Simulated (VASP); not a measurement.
## Li4SiN: relaxation of cell and atoms with PBE

Crystal: Li4SiN.

```
CELL_PARAMETERS angstrom
4.19586 0.00000 0.00000
-2.09793 3.63372 0.00000
0.00000 0.00000 4.98541
ATOMIC_POSITIONS crystal
Li 0.17437 0.82563 0.00000
Li 0.17437 0.34874 0.00000
Li 0.65126 0.82563 0.00000
Li 0.00000 0.00000 0.50000
Si 0.33333 0.66667 0.50000
N 0.66667 0.33333 0.00000
```

The cell was generated, and may not be a known phase.

```
Program                : VASP 6.6.1
Task                   : relaxation of cell and atoms
Functional             : PBE
Potentials or basis    : VASP PAW PBE potentials, release 64 (Li_sv, Si, N)
Cutoff                 : 600 eV
k mesh                 : 6 × 6 × 4
Occupations            : gaussian, width 0.1 eV
Spin                   : no spin polarisation
Dipole correction      : no
Further INCAR settings : ALGO = Normal; EDIFF = 1e-07; IBRION = 2; EDIFFG = -0.04; NSW = 90; ISIF = 3
```

| Property | Result |
| --- | --- |
| Relaxed volume | 14.05 Å³/atom |
| Relaxed cell | a = 4.466 Å, b = 4.466 Å, c = 4.879 Å, α = 90.00°, β = 90.00°, γ = 120.00° |
| Space group after relaxing (to 0.1 Å) | P-6m2 (No. 187) |
| Energy gained by relaxing | 41.2 meV/atom |
| Ionic steps | 7 |
| Pressure after relaxing | -0.2 GPa |
| Largest force after relaxing | 0.015 eV/Å |
| Band gap on the k mesh | zero (an odd number of electrons rules out a gap without spin polarisation) |

Forces on the atoms (eV/Å):
```
Li  -0.013  0.007  0.000
Li   0.000 -0.015  0.000
Li   0.013  0.007  0.000
Li   0.000  0.000  0.000
Si   0.000  0.000  0.000
N    0.000  0.000  0.000
```

Stress tensor (GPa, compression positive):
```
-0.07  0.00  0.00
 0.00 -0.07  0.00
 0.00  0.00 -0.37
```

The path:
| step | energy change (eV) | largest force (eV/Å) | pressure (GPa) | volume (Å³) |
| --- | --- | --- | --- | --- |
| 1 | 0.0000 | 0.4708 | 5.10 | 76.01 |
| 2 | -0.1872 | 0.0114 | 1.92 | 80.50 |
| 3 | -0.2255 | 0.3752 | -0.39 | 84.86 |
| 4 | -0.2275 | 0.3139 | -0.04 | 84.12 |
| 5 | -0.2428 | 0.1091 | -0.23 | 84.49 |
| 6 | -0.2460 | 0.0293 | -0.34 | 84.74 |
| 7 | -0.2474 | 0.0148 | -0.17 | 84.28 |

Final structure:
```
Li Si N
1.0
     4.46583    0.00000    0.00000
    -2.23292    3.86753    0.00000
     0.00000    0.00000    4.87949
Li Si N
4 1 1
Direct
  0.17217 0.82783 0.00000
  0.17217 0.34434 0.00000
  0.65566 0.82783 0.00000
  0.00000 0.00000 0.50000
  0.33333 0.66667 0.50000
  0.66667 0.33333 0.00000
```

Levels at points of the mesh, in eV from the Fermi level:
| k point | band 8 | band 9 | band 10 | band 11 | band 12 | band 13 |
| --- | --- | --- | --- | --- | --- | --- |
| (0.00, 0.00, 0.00) | -2.08 | -2.08 | 0.79 | 0.79 | 0.93 | 1.05 |
| (0.50, 0.00, 0.00) | -2.18 | -1.35 | -0.66 | -0.55 | 0.59 | 1.89 |
| (0.00, 0.00, 0.50) | -1.98 | -1.77 | -0.56 | 0.64 | 0.64 | 1.14 |
| (0.50, 0.00, 0.50) | -2.57 | -1.84 | -0.39 | -0.22 | 0.27 | 1.83 |

Wall time 5.1 min on 1 thread of AMD EPYC 7R13 (shared host), peak memory 0.2 GiB.

Caveat: the cutoff is under 1.25 times the usual one of these potentials, so pressure, stress and relaxed cells hold a basis-set (Pulay) error.
